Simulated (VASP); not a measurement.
# Si7W4 (a cell with a defect) in VASP: notebook

The runs below take Si7W4 (a cell with a defect) through single point, with PBEsol.

Everything below comes from runs of VASP 6.6.1. Logs are shortened: lines on timing, memory, paths and dates and some standing lists are left out, and cuts for length are marked.

## Step 1: The cell of the first run

The cell holds a defect, 11 atoms: a = 9.032 Å, b = 4.516 Å, c = 9.032 Å, α = 138.45°, β = 138.45°, γ = 60.21°.

## Step 2: Single point, PBEsol (one Si removed and a neighbour moved into its place, then relaxed in part)

File INCAR:

```
SYSTEM = Si7W4
PREC = Accurate
ENCUT = 520
EDIFF = 1E-6
ISMEAR = 0
SIGMA = 0.05
LREAL = .False.
LASPH = .True.
NELM = 100
ALGO = Normal
ISIF = 2
LWAVE = .False.
LCHARG = .True.
GGA = PS
LELF = .True.
LVHAR = .True.
NBANDS = 53
```

File KPOINTS:

```
regular mesh
0
Gamma
  5 5 5
  0 0 0
```

File POSCAR:

```
Si7W4
1.0
   -3.2034200408      3.2034200408      7.8134584989
    1.6017100204     -1.6017100204      3.9067292494
    3.2034200408      3.2034200408     -7.8134584989
Si W
7 4
Direct
    0.1695027291      0.3321923038      0.0041015629
    0.3307992181      0.6536861196     -0.0064579863
    0.1712228527      0.3495472034      0.5000000000
    0.6654011662      0.3239891781     -0.0041015629
    0.8372572045      0.6666020923      0.0064579863
    0.6595661062      0.3400703651      0.5000000000
    0.8348373559      0.6686569220      0.5000000000
   -0.0061879457      0.0098696040      0.5000000000
   -0.0025514988     -0.0103846034      0.9938675029
    0.5039034654     -0.0014462720      0.5000000000
    0.5035809982      0.0018803907      1.0061324971
```

Potentials or basis: VASP PAW PBE potentials, release 64 (Si, W_sv).

Started as:

```bash
$ cat potpaw_PBE.64/Si/POTCAR potpaw_PBE.64/W_sv/POTCAR > POTCAR
$ mpirun -np 1 vasp_std > vasp.out
```

OUTCAR:

```text
SYSTEM = Si7W4
   PREC = Accurate
   ENCUT = 520
   EDIFF = 1E-6
   ISMEAR = 0
   LREAL = .False.
   LASPH = .True.
   NELM = 100
   ISIF = 2
   GGA = PS

 ion  position               nearest neighbor table
   1  0.170  0.332  0.004-   2 2.60   9 2.60  11 2.61   7 2.61   5 2.61  10 2.62   9 2.62   2 2.62
                             8 2.63   6 3.15
   2  0.331  0.654  0.994-   8 2.58   1 2.60  11 2.60  11 2.61   4 2.61   9 2.61  10 2.62   1 2.62
                             6 2.63   3 2.65
   3  0.171  0.350  0.500-  11 2.58   9 2.58   8 2.59  10 2.61   7 2.64   5 2.65   2 2.65   8 2.71

   4  0.665  0.324  0.996-   5 2.60  11 2.60   9 2.61   7 2.61   2 2.61  10 2.62  11 2.62   5 2.62
                             8 2.63   6 3.15
   5  0.837  0.667  0.006-   8 2.58   4 2.60   9 2.60   9 2.61   1 2.61  11 2.61  10 2.62   4 2.62
                             6 2.63   3 2.65
   6  0.660  0.340  0.500-  10 2.55  10 2.58  11 2.60   9 2.60   8 2.62   7 2.63   5 2.63   2 2.63
                             7 2.65   1 3.15   4 3.15
   7  0.835  0.669  0.500-   8 2.58   8 2.58  10 2.59   9 2.61  11 2.61   1 2.61   4 2.61   6 2.63
                             3 2.64   6 2.65
   8  0.994  0.010  0.500-   7 2.58   7 2.58   2 2.58   5 2.58   3 2.59   6 2.62   4 2.63   1 2.63
                             3 2.71   9 3.14  11 3.14  11 3.27   9 3.27
   9  0.997  0.990  0.994-   3 2.58   6 2.60   1 2.60   5 2.60   7 2.61   4 2.61   5 2.61   2 2.61
                             1 2.62   8 3.14  10 3.18  10 3.23   8 3.27
  10  0.504  0.999  0.500-   6 2.55   6 2.58   7 2.59   3 2.61   2 2.62   5 2.62   4 2.62   1 2.62
                            11 3.18   9 3.18   9 3.23  11 3.23
  11  0.504  0.002  0.006-   3 2.58   6 2.60   4 2.60   2 2.60   7 2.61   1 2.61   2 2.61   5 2.61
                             4 2.62   8 3.14  10 3.18  10 3.23   8 3.27

  LATTYP: Found a base centered monoclinic cell.
 ALAT       =     9.0318289194
 B/A-ratio  =     1.0031899648
 C/A-ratio  =     0.5000000000
 COS(beta)  =    -0.4968049473

  Lattice vectors:

 A1 = (  -1.6017100204,  -4.8051300612,  -3.9067292494)
 A2 = (   4.8051300612,   1.6017100204,  -3.9067292495)
 A3 = (   1.6017100204,  -1.6017100204,   3.9067292494)

Analysis of symmetry for initial positions (statically):
=====================================================================
 Subroutine PRICEL returns:
 Original cell was already a primitive cell.

 Routine SETGRP: Setting up the symmetry group for a
 base centered monoclinic supercell.

 Subroutine GETGRP returns: Found  2 space group operations
 (whereof  1 operations were pure point group operations)
 out of a pool of  4 trial point group operations.

The static configuration has the point symmetry C_1 .
 The point group associated with its full space group is C_1h.

Analysis of symmetry for dynamics (positions and initial velocities):
=====================================================================
 Subroutine PRICEL returns:
 Original cell was already a primitive cell.

 Routine SETGRP: Setting up the symmetry group for a
 base centered monoclinic supercell.

 Subroutine GETGRP returns: Found  2 space group operations
 (whereof  1 operations were pure point group operations)
 out of a pool of  4 trial point group operations.

The dynamic configuration has the point symmetry C_1 .
 The point group associated with its full space group is C_1h.

 Subroutine INISYM returns: Found  2 space group operations
 (whereof  1 operations are pure point group operations),
 and found     1 'primitive' translations

----------------------------------------------------------------------------------------

                                     Primitive cell

  volume of cell :     160.3619

  direct lattice vectors                    reciprocal lattice vectors
    -3.203420041  3.203420041  7.813458499     0.000000000  0.156083184  0.063992149
     1.601710020 -1.601710020  3.906729249     0.312166368  0.000000000  0.127984298
     3.203420041  3.203420041 -7.813458499     0.156083184  0.156083184  0.000000000

  length of vectors
     9.031828919  4.515914460  9.031828919     0.168691895  0.337383790  0.220734956

  position of ions in fractional coordinates (direct lattice)
     0.169502729  0.332192304  0.004101563
[... 32 lines left out ...]

 Generating k-lattice:

  Cartesian coordinates                     Fractional coordinates (reciprocal lattice)
     0.000000000  0.031216637  0.012798430     0.200000000  0.000000000 -0.000000000
     0.062433274  0.000000000  0.025596860     0.000000000  0.200000000  0.000000000
     0.031216637  0.031216637  0.000000000     0.000000000  0.000000000  0.200000000

  Length of vectors
     0.033738379  0.067476758  0.044146991

  Shift w.r.t. Gamma in fractional coordinates (k-lattice)
     0.000000000  0.000000000  0.000000000

 Subroutine IBZKPT returns following result:
 ===========================================

 Found     39 irreducible k-points:

 Following reciprocal coordinates:
            Coordinates               Weight
  0.000000  0.000000  0.000000      1.000000
  0.200000  0.000000  0.000000      4.000000
  0.400000  0.000000  0.000000      4.000000
  0.000000  0.200000  0.000000      4.000000
  0.200000  0.200000  0.000000      4.000000
  0.400000  0.200000  0.000000      4.000000
[... 16 lines left out ...]
  0.400000  0.400000  0.200000      4.000000
 -0.400000  0.400000  0.200000      4.000000
 [... further k-points ...]
   k-points           NKPTS =     39   k-points in BZ     NKDIM =     39   number of bands    NBANDS=     53
   number of dos      NEDOS =    301   number of ions     NIONS =     11
   total plane-waves  NPLWV = 176400
   dimension x,y,z NGX =    70 NGY =   36 NGZ =   70
   dimension x,y,z NGXF=   140 NGYF=   72 NGZF=  140
   ions per type =               7   4
   NGX,Y,Z   is equivalent  to a cutoff of  12.88, 13.25, 12.88 a.u.
   NGXF,Y,Z  is equivalent  to a cutoff of  25.77, 26.51, 25.77 a.u.
 SYSTEM =  Si7W4
   PREC   = accura    normal or accurate (medium, high low for compatibility)
   ISTART =      0    job   : 0-new  1-cont  2-samecut
   ICHARG =      2    charge: 1-file 2-atom 10-const
   ISPIN  =      1    spin polarized calculation?
   LNONCOLLINEAR =      F non collinear calculations
   LSORBIT =      F    spin-orbit coupling
   LASPH  =      T    aspherical Exc in radial PAW
   ENCUT  =  520.0 eV  38.22 Ry    6.18 a.u.  16.79  8.40 16.79*2*pi/ulx,y,z
   NELM   =    100;   NELMIN=  2; NELMDL= -5     # of ELM steps
   EDIFF  = 0.1E-05   stopping-criterion for ELM
   LREAL  =      F    real-space projection
   EDIFFG = 0.1E-04   stopping-criterion for IOM
   NSW    =      0    number of steps for IOM
   IBRION =     -1    ionic relax: 0-MD 1-quasi-New 2-CG
   NFREE  =      0    steps in history (QN), initial steepest desc. (CG)
   ISIF   =      2    stress and relaxation
   ISYM   =      2    0-nonsym 1-usesym 2-fastsym
   POTIM  = 0.5000    time-step for ionic-motion
   TEBEG  =    0.0;   TEEND  =   0.0 temperature during run
   PSTRESS=    0.0 pullay stress
   NELECT =      84.0000    total number of electrons
   NUPDOWN=      -1.0000    fix difference up-down
   EMIN   =  10.00;   EMAX   =-10.00  energy-range for DOS
   EFERMI =   0.00;   METHOD = LEGACY
   ISMEAR =     0;   SIGMA  =   0.05  broadening in eV -4-tet -1-fermi 0-gaus
   EFERMI_NEDOS =   21; number of points for ismear=-14 and -15
   IALGO  =     38    algorithm
   IMIX   =      4    mixing-type and parameters
     AMIX     =   0.40;   BMIX     =  1.00
     AMIX_MAG =   1.60;   BMIX_MAG =  1.00
  volume/ion in A,a.u.               =      14.58        98.38
  Fermi-wavevector in a.u.,A,eV,Ry     =   1.319677  2.493827 23.695182  1.741547
  Thomas-Fermi vector in A             =   2.449558
   LORBIT       =      0    0 simple, 1 ext, 2 COOP (PROOUT), +10 PAW based schemes
   GGA     = PS    functional components
   LHFCALC =     F    Hartree Fock is set to
   AEXX    =    0.0000 exact exchange contribution
   IVDW    =     0    specifies the selected vdW correction
   LEPSILON=     F    determine dielectric tensor
   LRPA    =     F    only Hartree local field effects (RPA)
 non-spin polarized calculation
 Gauss-broadening in eV      SIGMA  =   0.05
  energy-cutoff  :      520.00
  volume of cell :      160.36
 maximum number of plane-waves:      4341
 NGX is ok and might be reduce to    70
   NGX = 33   NGY = 17   NGZ = 33

 number of electron      84.0000001 magnetization

 Free energy of the ion-electron system (eV)
  ---------------------------------------------------
  ext. energy  EPLUGINS =         0.00000000
  ---------------------------------------------------
  free energy    TOTEN  =       -97.58433635 eV

  energy without entropy =      -97.57908195  energy(sigma->0) =      -97.58170915

 E-fermi :  10.1048     XC(G=0): -12.2474

 val. band max:       10.0860701499   @ k =  -0.4000   0.2000   0.0000
 cond. band min:      10.1144361914   @ k =   0.2000   0.4000   0.2000
 fundamental gap:      0.0283660415
 Fermi energy:        10.1047621501

 k-point     1 :       0.0000    0.0000    0.0000
  band No.  band energies     occupation
      1     -63.3268      2.00000
      2     -63.3122      2.00000
      3     -63.3107      2.00000
      4     -63.2449      2.00000
      5     -27.7399      2.00000
      6     -27.7155      2.00000
[... 1333 lines left out ...]
     52      14.1183      0.00000
     53      14.2623      0.00000

 [... further k-points ...]

------------------------ aborting loop because EDIFF is reached ----------------------------------------

  FORCE on cell =-STRESS in cart. coord.  units (eV):
  Direction    XX          YY          ZZ          XY          YZ          ZX
  --------------------------------------------------------------------------------------
  -------------------------------------------------------------------------------------
  Total       -5.9226868     -5.9226868      2.4817680     -0.0511292      0.7075222     -0.7075223
  in kB      -59.1736373    -59.1736373     24.7953753     -0.5108324      7.0688630     -7.0688640
  external PRESSURE =     -31.1839665 kB  Pullay stress =       0.0000000 kB

 VOLUME and BASIS-vectors are now :
 -----------------------------------------------------------------------------
  energy-cutoff  :      520.00
  volume of cell :      160.36
      direct lattice vectors                 reciprocal lattice vectors
    -3.203420041  3.203420041  7.813458499     0.000000000  0.156083184  0.063992149
     1.601710020 -1.601710020  3.906729249     0.312166368  0.000000000  0.127984298
     3.203420041  3.203420041 -7.813458499     0.156083184  0.156083184  0.000000000

 POSITION                                       TOTAL-FORCE (eV/Angst)
 -----------------------------------------------------------------------------------
      0.00223      0.02405      2.59014        -0.001791      0.003368     -0.000548
      3.17006      3.19541     -2.62454        -0.002750     -0.005006      0.001317
      1.61308      1.59034     -1.20330         0.003736     -0.003736     -0.012605
      1.57766      4.80290     -1.31659        -0.003368      0.001791     -0.000548
     -1.59370      1.63507      9.09565         0.005006      0.002750      0.001317
      0.03354      3.16988      2.57533         0.011287     -0.011287     -0.013078
     -0.00163      3.20505      5.22850        -0.002680      0.002680      0.009075
     -1.56608      4.76950      3.89694        -0.003941      0.003941     -0.007144
      1.57361      4.79394      3.89414        -0.007638      0.004705      0.008801
      1.58689      1.61653      3.93158         0.006843     -0.006843      0.004611
     -1.59052      1.62981      3.89414        -0.004705      0.007638      0.008801
 -----------------------------------------------------------------------------------
    total drift:                                0.000055     -0.000056     -0.000132

  FREE ENERGIE OF THE ION-ELECTRON SYSTEM (eV)
  ---------------------------------------------------
  free  energy   TOTEN  =       -97.5843363502 eV

  energy  without entropy=      -97.5790819505  energy(sigma->0) =      -97.58170915
```

Wall time 9.6 min (1 thread of Intel Xeon Platinum 8259CL at 2.50GHz (Skylake/Cascade Lake), shared host); peak memory 0.54 GiB.

What came out:

```yaml
Free_energy: -97.5843 eV
Pressure: -3.1 GPa
Largest_force: 0.021 eV/Å
Band_gap_on_the_k_mesh: zero (band 42 reaches 10.34 eV, above the bottom of band 43 at 9.68 eV)
```

Forces in eV/Å, atoms in the order of the input:
```
Si  -0.002  0.003 -0.001
Si  -0.003 -0.005  0.001
Si   0.004 -0.004 -0.013
Si  -0.003  0.002 -0.001
Si   0.005  0.003  0.001
Si   0.011 -0.011 -0.013
Si  -0.003  0.003  0.009
W   -0.004  0.004 -0.007
W   -0.008  0.005  0.009
W    0.007 -0.007  0.005
W   -0.005  0.008  0.009
```

Stress tensor (GPa, compression positive):
```
-5.92 -0.05 -0.71
-0.05 -5.92  0.71
-0.71  0.71  2.48
```

Caveat: the k points lie up to 0.42 Å⁻¹ apart; the cell differs from its parent crystal (one Si removed and a neighbour moved into its place, then relaxed in part); the PAW data sets were made with another functional, which shifts forces and pressure a little; spin-orbit coupling is left out, which moves the levels of the heavy elements.

(Part 1 of 2 ends here.)
